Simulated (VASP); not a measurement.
A run of VASP 6.6.1 is set up as follows.

INCAR

```
  ALGO = Normal
  EDIFF = 1E-6
  ENCUT = 520
  ISIF = 2
  ISMEAR = 0
  LASPH = T
  LCHARG = T
  LELF = T
  LREAL = F
  LVHAR = T
  LWAVE = F
  NBANDS = 26
  NELM = 100
  PREC = Accurate
  SIGMA = 0.01
```

Contents of KPOINTS:

```
k-points
0
Gamma
  8 8 4
```

The input POSCAR:

```
GaN
1.0
    3.1202964304      0.0000000000      0.0000000000
   -1.5601482152      2.7022559760      0.0000000000
    0.0000000000      0.0000000000      5.1636386758
Ga N
2 2
Direct
    0.3333333333      0.6666666667      0.0006161271
    0.6666666667      0.3333333333      0.5006161271
    0.3333333333      0.6666666667      0.3743838729
    0.6666666667      0.3333333333      0.8743838729
```

Potentials or basis: VASP PAW LDA potentials, release 64 (Ga_d, N).

Launch:

```sh
$ cat potpaw_LDA.64/Ga_d/POTCAR potpaw_LDA.64/N/POTCAR > POTCAR
$ mpirun -np 1 vasp_std > vasp.out
```

(1) Predict the largest force.

(2) What does it give for the band gap on the k mesh?

## Answers

(1) 0.006 eV/Å.

(2) 2.18 eV, direct.

Caveat: the cell differs from its parent crystal (film at in-plane strain -0.01).
